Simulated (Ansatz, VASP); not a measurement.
**HfN in VASP and in Ansatz**

INCAR

```
PREC = Accurate ; ENCUT = 520
EDIFF = 1E-6 ; ISMEAR = 0
SIGMA = 0.15 ; LREAL = F
LASPH = T ; NELM = 80
ALGO = Normal ; ISIF = 2
LWAVE = F ; LCHARG = T
GGA = PE ; LELF = T
LVHAR = T ; NBANDS = 14
```

The input KPOINTS:

```
regular mesh
0
Gamma
  16 16 16
```

POSCAR

```
HfN
1.0
    0.0000000000      2.2738140414      2.2738140414
    2.2738140414      0.0000000000      2.2738140414
    2.2738140414      2.2738140414      0.0000000000
Hf N
1 1
Direct
   -0.0010043247      0.0010043247      0.0010043247
    0.5127978803      0.4872021197      0.4872021197
```

Input for Ansatz:

```yaml
crystal:
  lattice:
    - [0.0, 2.2738140414, 2.2738140414]
    - [2.2738140414, 0.0, 2.2738140414]
    - [2.2738140414, 2.2738140414, 0.0]
  atoms:
    - { symbol: Hf, position: [-0.0010043247, 0.0010043247, 0.0010043247] }
    - { symbol: "N", position: [0.5127978803, 0.4872021197, 0.4872021197] }
basis:
  ecutwfc: 520.0
kpoints:
  mp_grid: { grid: [16, 16, 16] }
hamiltonian:
  xc: pbe
  pseudopotentials: { kind: paw, azcp: { folder: soft_1 } }
scf:
  occupations: { method: gaussian, width: 0.15 }
output:
  forces: true
  stress: true
  eigenvalues: true
  write_density: true
  write_potential: true
  elf: true
  volumetric_format: npy
```

Change from the starting cell: mode 4 frozen in at -0.058 Å and mode 6 at +0.000 Å (largest displacements).

Alike in both runs: task single point; functional PBE; k mesh 16 × 16 × 16; occupations gaussian, width 0.15 eV; no spin polarisation.

|  | VASP | Ansatz |
| --- | --- | --- |
| version | VASP 6.6.1 | Ansatz 0.2.0 |
| potentials or method | VASP PAW PBE potentials, release 64 (Hf_pv, N), cutoff 520 eV | scalar-relativistic, plane waves, PAW |
| valence electrons in the cell | 15 | 31 |

|  | VASP | Ansatz | Ansatz less VASP |
| --- | --- | --- | --- |
| gap on the k mesh at the Fermi level (eV) | none | none | - |
| pressure (GPa) | -1.8 | 0.5 | +2.30 |
| traceless stress, the component that is largest in VASP (GPa) | 0.96 | 0.97 | +0.014 |
| rms of the force components (eV/Å) | 0.398 | 0.398 | +0.0009 |

Atom by atom the forces differ by 0.001 eV/Å (rms over components). A gap of «none» marks a metal or a gap that the smearing closes. VASP's potentials hold 15 valence electrons a cell and Ansatz's 31, so a difference there can come from the potentials and not from the codes.

Neither program's run includes spin-orbit coupling.
